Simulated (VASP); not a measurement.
Write the native input for VASP 6.6.1 that does the following.

```yaml
Task: single point
Functional: LDA
Potentials_or_basis: VASP PAW LDA potentials, release 64 (Li_sv, In_d)
Cutoff: 520 eV
k_mesh: 5 × 5 × 5
Occupations: methfessel-paxton, width 0.15 eV
Spin: no spin polarisation
Dipole_correction: no
Further_INCAR_settings: ALGO = Normal; EDIFF = 1e-06; NBANDS = 29
```

The structure of LiIn3 lies in POSCAR:

```
LiIn3
1.0
    4.4928499200      0.0000000000      0.0000000000
    0.0000000000      4.4928499200      0.0000000000
    0.0000000000      0.0000000000      4.4928499200
Li In
1 3
Direct
    0.5000000000      0.5000000000      0.5000000000
    0.5000000000      0.0000000000      0.0000000000
    0.0000000000      0.5000000000      0.0000000000
    0.0000000000      0.0000000000      0.5000000000
```

One way to write it, as run:

INCAR

```
SYSTEM = LiIn3
PREC = Accurate
ENCUT = 520
EDIFF = 1E-6
ISMEAR = 1
SIGMA = 0.15
LREAL = .FALSE.
LASPH = .TRUE.
NELM = 60
ALGO = Normal
ISIF = 2
LWAVE = .FALSE.
LCHARG = .TRUE.
GGA = CA
LELF = .TRUE.
LVHAR = .TRUE.
NBANDS = 29
```

KPOINTS

```
Automatic mesh
0
G
  5 5 5
  0 0 0
```

Potentials or basis: VASP PAW LDA potentials, release 64 (Li_sv, In_d).

The run is started by

```console
$ cat potpaw_LDA.64/Li_sv/POTCAR potpaw_LDA.64/In_d/POTCAR > POTCAR
$ mpirun -np 1 vasp_std > vasp.out
```

Results of the run:

* Band gap on the k mesh: zero (bands 21 and 22 overlap by 3.24 eV)

Caveat: spin-orbit coupling is left out, which moves the levels of the heavy elements.

Run time: 46 s on 1 thread of AMD EPYC 7R13 (shared host), peak memory 0.15 GiB.
